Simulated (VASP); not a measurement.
# BP (I-4m2) in VASP: a series of runs, part 2 of 2

VASP 6.6.1. Earlier steps stand in the parts before.

## 3. Single point, r2SCAN (epitaxial xy strain +4.1%)

POSCAR reads:

```
BP
1.0
    0.0000000000      2.3615434586      2.2301647885
    2.3615434586      0.0000000000      2.2301647885
    2.3615434586      2.3615434586      0.0000000000
B P
1 1
Direct
    0.0000000000      0.0000000000      0.0000000000
    0.2500000000      0.2500000000      0.2500000000
```

INCAR.step1 reads:

```
SYSTEM = BP
PREC     = Accurate       ! precision mode
ENCUT    = 520            ! plane-wave cutoff, eV
ISMEAR   = 0              ! smearing method
SIGMA    = 0.01           ! smearing width, eV
LREAL    = .False.        ! projectors in reciprocal space
LASPH    = .True.         ! aspherical terms in the spheres
NELM     = 100            ! most SCF steps
NBANDS   = 11             ! bands
GGA      = PE             ! functional
ALGO     = Normal         ! electronic algorithm
EDIFF    = 1E-4           ! SCF threshold, eV
LWAVE    = .True.         ! write WAVECAR
LCHARG   = .False.        ! write CHGCAR
```

INCAR.step2 reads:

```
SYSTEM = BP
PREC     = Accurate       ! precision mode
ENCUT    = 520            ! plane-wave cutoff, eV
EDIFF    = 1E-6           ! SCF threshold, eV
ISMEAR   = 0              ! smearing method
SIGMA    = 0.01           ! smearing width, eV
LREAL    = .False.        ! projectors in reciprocal space
LASPH    = .True.         ! aspherical terms in the spheres
NELM     = 100            ! most SCF steps
ALGO     = Normal         ! electronic algorithm
ISIF     = 2              ! what is computed and relaxed
LWAVE    = .False.        ! write WAVECAR
LCHARG   = .True.         ! write CHGCAR
METAGGA  = R2SCAN         ! meta-GGA
LMIXTAU  = .True.       
LELF     = .True.         ! ELF
LVHAR    = .True.       
NBANDS   = 11             ! bands
ISTART   = 1
```

KPOINTS reads:

```
regular mesh
0
Gamma
  10 10 10
  0 0 0
```

Potentials or basis: VASP PAW PBE potentials, release 64 (B, P).

Command:

```sh
$ cat potpaw_PBE.64/B/POTCAR potpaw_PBE.64/P/POTCAR > POTCAR
$ cp INCAR.step1 INCAR
$ mpirun -np 1 vasp_std > vasp.out
$ cp INCAR.step2 INCAR
$ mpirun -np 1 vasp_std > vasp.out
```

OUTCAR:

```text
SYSTEM = BP
   PREC = Accurate
   ENCUT = 520
   EDIFF = 1E-6
   ISMEAR = 0
   LREAL = .False.
   LASPH = .True.
   NELM = 100
   ISIF = 2
   METAGGA = R2SCAN
   ISTART = 1

 ion  position               nearest neighbor table
   1  0.000  0.000  0.000-   2 2.01   2 2.01   2 2.01   2 2.01
   2  0.250  0.250  0.250-   1 2.01   1 2.01   1 2.01   1 2.01

  LATTYP: Found a body centered tetragonal cell.
 ALAT       =     3.3397267873
 C/A-ratio  =     1.3355372643

  Lattice vectors:

 A1 = (   0.0000000000,  -2.3615434586,  -2.2301647885)
 A2 = (   0.0000000000,   2.3615434586,  -2.2301647885)
 A3 = (   2.3615434586,   0.0000000000,   2.2301647885)

Analysis of symmetry for initial positions (statically):
=====================================================================
 Subroutine PRICEL returns:
 Original cell was already a primitive cell.

 Routine SETGRP: Setting up the symmetry group for a
 body centered tetragonal supercell.

 Subroutine GETGRP returns: Found  8 space group operations
 (whereof  8 operations were pure point group operations)
 out of a pool of 16 trial point group operations.

The static configuration has the point symmetry D_2d.

Analysis of symmetry for dynamics (positions and initial velocities):
=====================================================================
 Subroutine PRICEL returns:
 Original cell was already a primitive cell.

 Routine SETGRP: Setting up the symmetry group for a
 body centered tetragonal supercell.

 Subroutine GETGRP returns: Found  8 space group operations
 (whereof  8 operations were pure point group operations)
 out of a pool of 16 trial point group operations.

The dynamic configuration has the point symmetry D_2d.

 Subroutine INISYM returns: Found  8 space group operations
 (whereof  8 operations are pure point group operations),
 and found     1 'primitive' translations

----------------------------------------------------------------------------------------

                                     Primitive cell

  volume of cell :      24.8748

  direct lattice vectors                    reciprocal lattice vectors
     0.000000000  2.361543459  2.230164789    -0.211725936  0.211725936  0.224198679
     2.361543459  0.000000000  2.230164789     0.211725936 -0.211725936  0.224198679
     2.361543459  2.361543459  0.000000000     0.211725936  0.211725936 -0.224198679

  length of vectors
     3.248156784  3.248156784  3.339726787     0.374059878  0.374059878  0.374059878

  position of ions in fractional coordinates (direct lattice)
     0.000000000  0.000000000  0.000000000
     0.250000000  0.250000000  0.250000000

  ion indices of the primitive-cell ions
   primitive index   ion index
                 1           1
                 2           2

----------------------------------------------------------------------------------------

 KPOINTS: regular mesh

Automatic generation of k-mesh.
 Grid dimensions read from file:
 generate k-points for:   10   10   10

 Generating k-lattice:

  Cartesian coordinates                     Fractional coordinates (reciprocal lattice)
    -0.021172594  0.021172594  0.022419868     0.100000000  0.000000000  0.000000000
     0.021172594 -0.021172594  0.022419868     0.000000000  0.100000000  0.000000000
     0.021172594  0.021172594 -0.022419868     0.000000000  0.000000000  0.100000000

  Length of vectors
     0.037405988  0.037405988  0.037405988

  Shift w.r.t. Gamma in fractional coordinates (k-lattice)
     0.000000000  0.000000000  0.000000000

 Subroutine IBZKPT returns following result:
 ===========================================

 Found    102 irreducible k-points:

 Following reciprocal coordinates:
            Coordinates               Weight
  0.000000  0.000000  0.000000      1.000000
  0.100000 -0.000000  0.000000      8.000000
  0.200000 -0.000000  0.000000      8.000000
  0.300000 -0.000000  0.000000      8.000000
  0.400000  0.000000  0.000000      8.000000
  0.500000 -0.000000  0.000000      4.000000
[... 16 lines left out ...]
  0.300000  0.300000  0.000000      2.000000
  0.400000  0.300000  0.000000      8.000000
 [... further k-points ...]
   k-points           NKPTS =    102   k-points in BZ     NKDIM =    102   number of bands    NBANDS=     11
   number of dos      NEDOS =    301   number of ions     NIONS =      2
   total plane-waves  NPLWV =  16128
   dimension x,y,z NGX =    24 NGY =   24 NGZ =   28
   dimension x,y,z NGXF=    48 NGYF=   48 NGZF=   56
   ions per type =               1   1
   NGX,Y,Z   is equivalent  to a cutoff of  12.28, 12.28, 13.94 a.u.
   NGXF,Y,Z  is equivalent  to a cutoff of  24.57, 24.57, 27.88 a.u.
 SYSTEM =  BP
   PREC   = accura    normal or accurate (medium, high low for compatibility)
   ISTART =      1    job   : 0-new  1-cont  2-samecut
   ICHARG =      0    charge: 1-file 2-atom 10-const
   ISPIN  =      1    spin polarized calculation?
   LNONCOLLINEAR =      F non collinear calculations
   LSORBIT =      F    spin-orbit coupling
   LASPH  =      T    aspherical Exc in radial PAW
   ENCUT  =  520.0 eV  38.22 Ry    6.18 a.u.   6.04  6.04  6.21*2*pi/ulx,y,z
   NELM   =    100;   NELMIN=  2; NELMDL=  0     # of ELM steps
   EDIFF  = 0.1E-05   stopping-criterion for ELM
   LREAL  =      F    real-space projection
   EDIFFG = 0.1E-04   stopping-criterion for IOM
   NSW    =      0    number of steps for IOM
   IBRION =     -1    ionic relax: 0-MD 1-quasi-New 2-CG
   NFREE  =      0    steps in history (QN), initial steepest desc. (CG)
   ISIF   =      2    stress and relaxation
   ISYM   =      2    0-nonsym 1-usesym 2-fastsym
   POTIM  = 0.5000    time-step for ionic-motion
   TEBEG  =    0.0;   TEEND  =   0.0 temperature during run
   PSTRESS=    0.0 pullay stress
   NELECT =       8.0000    total number of electrons
   NUPDOWN=      -1.0000    fix difference up-down
   EMIN   =  10.00;   EMAX   =-10.00  energy-range for DOS
   EFERMI =   0.00;   METHOD = LEGACY
   ISMEAR =     0;   SIGMA  =   0.01  broadening in eV -4-tet -1-fermi 0-gaus
   EFERMI_NEDOS =   21; number of points for ismear=-14 and -15
   IALGO  =     38    algorithm
   IMIX   =      4    mixing-type and parameters
     AMIX     =   0.40;   BMIX     =  1.00
     AMIX_MAG =   1.60;   BMIX_MAG =  1.00
  volume/ion in A,a.u.               =      12.44        83.93
  Fermi-wavevector in a.u.,A,eV,Ry     =   1.121636  2.119584 17.117040  1.258067
  Thomas-Fermi vector in A             =   2.258291
   LORBIT       =      0    0 simple, 1 ext, 2 COOP (PROOUT), +10 PAW based schemes
   METAGGA = R2SCAN    functional components
   LHFCALC =     F    Hartree Fock is set to
   AEXX    =    0.0000 exact exchange contribution
   IVDW    =     0    specifies the selected vdW correction
   LEPSILON=     F    determine dielectric tensor
   LRPA    =     F    only Hartree local field effects (RPA)
 non-spin polarized calculation
 Gauss-broadening in eV      SIGMA  =   0.01
  energy-cutoff  :      520.00
  volume of cell :       24.87
 maximum number of plane-waves:       680
   NGX = 13   NGY = 13   NGZ = 13

 number of electron       7.9999999 magnetization

 Free energy of the ion-electron system (eV)
  ---------------------------------------------------
  ext. energy  EPLUGINS =         0.00000000
  ---------------------------------------------------
  free energy    TOTEN  =       -17.21575850 eV

  energy without entropy =      -17.21575850  energy(sigma->0) =      -17.21575850

 E-fermi :   7.1593     XC(G=0): -11.2222

 val. band max:        7.0248234731   @ k =   0.0000   0.0000   0.0000
 cond. band min:       7.6875480768   @ k =   0.4000   0.4000   0.0000
 fundamental gap:      0.6627246038
 Fermi energy:         7.1592918288

 k-point     1 :       0.0000    0.0000    0.0000
  band No.  band energies     occupation
      1      -9.0287      2.00000
      2       6.4831      2.00000
      3       6.4831      2.00000
      4       7.0248      2.00000
      5       9.9938      0.00000
      6      10.3569      0.00000
      7      10.3569      0.00000
      8      13.6392      0.00000
      9      18.4047      0.00000
     10      18.6168      0.00000
     11      19.7712      0.00000
[... 309 lines left out ...]
 k-point    24 :       0.4000    0.3000    0.0000
  band No.  band energies     occupation
      1      -5.9045      2.00000
      2       0.5277      2.00000
      3       2.5285      2.00000
      4       2.8085      2.00000
      5       8.2529      0.00000
      6      10.3130      0.00000
      7      16.3260      0.00000
      8      16.3935      0.00000
      9      21.3242      0.00000
     10      22.0956      0.00000
     11      24.2841      0.00000

 [... further k-points ...]
[... 5 lines left out ...]
  --------------------------------------------------------------------------------------
  -------------------------------------------------------------------------------------
  Total       -2.3023389     -2.3023389     -0.0623018      0.0000000      0.0000000      0.0000000
  in kB     -148.2931215   -148.2931215     -4.0128452      0.0000000      0.0000000      0.0000000
  external PRESSURE =    -100.1996960 kB  Pullay stress =       0.0000000 kB

 VOLUME and BASIS-vectors are now :
 -----------------------------------------------------------------------------
  energy-cutoff  :      520.00
  volume of cell :       24.87
      direct lattice vectors                 reciprocal lattice vectors
     0.000000000  2.361543459  2.230164789    -0.211725936  0.211725936  0.224198679
     2.361543459  0.000000000  2.230164789     0.211725936 -0.211725936  0.224198679
     2.361543459  2.361543459  0.000000000     0.211725936  0.211725936 -0.224198679

 POSITION                                       TOTAL-FORCE (eV/Angst)
 -----------------------------------------------------------------------------------
      0.00000      0.00000      0.00000         0.000000      0.000000      0.000000
      1.18077      1.18077      1.11508        -0.000000     -0.000000      0.000000
 -----------------------------------------------------------------------------------
    total drift:                               -0.000013     -0.000013     -0.000069

  FREE ENERGIE OF THE ION-ELECTRON SYSTEM (eV)
  ---------------------------------------------------
  free  energy   TOTEN  =       -17.2157585043 eV

  energy  without entropy=      -17.2157585043  energy(sigma->0) =      -17.21575850
```

Run time: 78 s. Hardware: 1 thread of AMD EPYC 7R13 (Zen 3), shared host; peak memory 0.13 GiB.

Results:

* Free energy: -17.2158 eV
* Pressure: -10.0 GPa
* Band gap on the k mesh: 0.66 eV (least direct gap 2.97 eV)

Stress tensor (GPa, compression positive):
```
-14.83   0.00   0.00
  0.00 -14.83   0.00
  0.00   0.00  -0.40
```

Levels at points of the mesh, in eV from the valence-band top:
```csv
k point,band 1,band 2,band 3,band 4,band 5,band 6,band 7,band 8
"(0.00, 0.00, 0.00)",-16.05,-0.54,-0.54,0.00,2.97,3.33,3.33,6.61
"(0.50, 0.00, 0.00)",-12.80,-9.40,-2.49,-1.80,3.13,4.37,5.16,10.35
"(0.50, 0.50, 0.00)",-10.88,-8.81,-4.85,-4.85,0.87,1.09,12.07,12.07
"(0.50, 0.00, 0.50)",-11.40,-9.32,-4.31,-4.21,1.53,1.88,11.45,12.47
```

Caveat: the cell differs from its parent crystal (epitaxial xy strain +4.1%); the cell stands under tension; the PAW data sets were made with another functional, which shifts forces and pressure a little. A k mesh can miss the band edges.

## 4. Single point, HSE06 (epitaxial xy strain +4.1%)

POSCAR is that of step 3.

INCAR.step1 reads:

```
SYSTEM = BP
ALGO = Normal ; EDIFF = 1E-5
ENCUT = 520 ; GGA = PE
ISIF = 2 ; ISMEAR = 0
LASPH = .True. ; LCHARG = .False.
LREAL = .False. ; LWAVE = .True.
NBANDS = 11 ; NELM = 80
PREC = Accurate ; SIGMA = 0.01
```

INCAR.step2 reads:

```
SYSTEM = BP
ALGO = Normal ; EDIFF = 1E-6
ENCUT = 520 ; GGA = PE
HFSCREEN = 0.2079 ; ISIF = 2
ISMEAR = 0 ; ISTART = 1
LASPH = .True. ; LCHARG = .False.
LHFCALC = .True. ; LREAL = .False.
LWAVE = .False. ; NBANDS = 11
NELM = 80 ; PREC = Accurate
PRECFOCK = Normal ; SIGMA = 0.01
```

KPOINTS reads:

```
k-points
0
Gamma
  6 6 6
  0 0 0
```

Potentials or basis: VASP PAW PBE potentials, release 64 (B, P).

Command:

```sh
$ cat potpaw_PBE.64/B/POTCAR potpaw_PBE.64/P/POTCAR > POTCAR
$ cp INCAR.step1 INCAR
$ mpirun -np 1 vasp_std > vasp.out
$ cp INCAR.step2 INCAR
$ mpirun -np 1 vasp_std > vasp.out
```

OUTCAR:

```text
SYSTEM = BP
   EDIFF = 1E-6
   ENCUT = 520
   GGA = PE
   HFSCREEN = 0.2079
   ISIF = 2
   ISMEAR = 0
   ISTART = 1
   LASPH = .True.
   LHFCALC = .True.
   LREAL = .False.
   NELM = 80
   PREC = Accurate
   PRECFOCK = Normal

 ion  position               nearest neighbor table
   1  0.000  0.000  0.000-   2 2.01   2 2.01   2 2.01   2 2.01
   2  0.250  0.250  0.250-   1 2.01   1 2.01   1 2.01   1 2.01

  LATTYP: Found a body centered tetragonal cell.
 ALAT       =     3.3397267873
 C/A-ratio  =     1.3355372643
[... 524 lines left out ...]
      5       9.2948      0.00000
      6      11.6132      0.00000
      7      16.6450      0.00000
      8      18.0474      0.00000
      9      20.6040      0.00000
     10      22.8347      0.00000
     11      24.2508      0.00000

 [... further k-points ...]
[... 5 lines left out ...]
  --------------------------------------------------------------------------------------
  -------------------------------------------------------------------------------------
  Total       -2.5093769     -2.5093769     -0.2870280      0.0000000     -0.0000000      0.0000000
  in kB     -161.6283898   -161.6283898    -18.4874091      0.0000000     -0.0000000      0.0000000
  external PRESSURE =    -113.9147295 kB  Pullay stress =       0.0000000 kB

 VOLUME and BASIS-vectors are now :
 -----------------------------------------------------------------------------
  energy-cutoff  :      520.00
  volume of cell :       24.87
      direct lattice vectors                 reciprocal lattice vectors
     0.000000000  2.361543459  2.230164789    -0.211725936  0.211725936  0.224198679
     2.361543459  0.000000000  2.230164789     0.211725936 -0.211725936  0.224198679
     2.361543459  2.361543459  0.000000000     0.211725936  0.211725936 -0.224198679

 POSITION                                       TOTAL-FORCE (eV/Angst)
 -----------------------------------------------------------------------------------
      0.00000      0.00000      0.00000         0.000000      0.000000      0.000000
      1.18077      1.18077      1.11508        -0.000000     -0.000000      0.000000
 -----------------------------------------------------------------------------------
    total drift:                               -0.000000     -0.000000     -0.000000

  FREE ENERGIE OF THE ION-ELECTRON SYSTEM (eV)
  ---------------------------------------------------
  free  energy   TOTEN  =       -14.7158357895 eV

  energy  without entropy=      -14.7158357895  energy(sigma->0) =      -14.71583579
```

OUTCAR.step1:

```text
SYSTEM = BP
   EDIFF = 1E-5
   ENCUT = 520
   GGA = PE
   ISIF = 2
   ISMEAR = 0
[... 559 lines left out ...]
      0.00000      0.00000      0.00000         0.000000      0.000000     -0.000000
      1.18077      1.18077      1.11508        -0.000000     -0.000000      0.000000
 -----------------------------------------------------------------------------------
    total drift:                               -0.000000     -0.000000      0.000000

  FREE ENERGIE OF THE ION-ELECTRON SYSTEM (eV)
  ---------------------------------------------------
  free  energy   TOTEN  =       -12.8373703416 eV

  energy  without entropy=      -12.8373703416  energy(sigma->0) =      -12.83737034
```

It took 11 min on 1 thread of AMD EPYC 7R13 (Zen 3), shared host; peak memory 0.22 GiB.

What came out:

```
Free energy            : -14.7158 eV
Pressure               : -11.4 GPa
Band gap on the k mesh : 1.33 eV (least direct gap 3.68 eV)
```

Caveat: the cell differs from its parent crystal (epitaxial xy strain +4.1%); the cell stands under tension; the PAW data sets were made with another functional, which shifts forces and pressure a little.

## 5. Summary

| level | k mesh | smearing | grid for exact exchange (PRECFOCK) | share of exact exchange | screening parameter | gap on the mesh (eV) | pressure (GPa) |
| --- | --- | --- | --- | --- | --- | --- | --- |
| PBE | 10 × 10 × 10 | fermi-dirac 0.02 eV | - | - | - | 0.51 | -8.3 |
| r2SCAN | 10 × 10 × 10 | gaussian 0.01 eV | - | - | - | 0.66 | -10.0 |
| HSE06 | 6 × 6 × 6 | gaussian 0.01 eV | Normal | 0.25 | 0.2079 1/Å | 1.33 | -11.4 |

Alike in all rows: task single point; potentials or basis VASP PAW PBE potentials, release 64 (B, P); no spin polarisation; cell as given; cutoff (eV) 520.

Caveats: the cell stands under tension; the PAW data sets were made with another functional, which shifts forces and pressure a little (at least some runs).

Absolute energies hang on the potentials; compare differences alone.
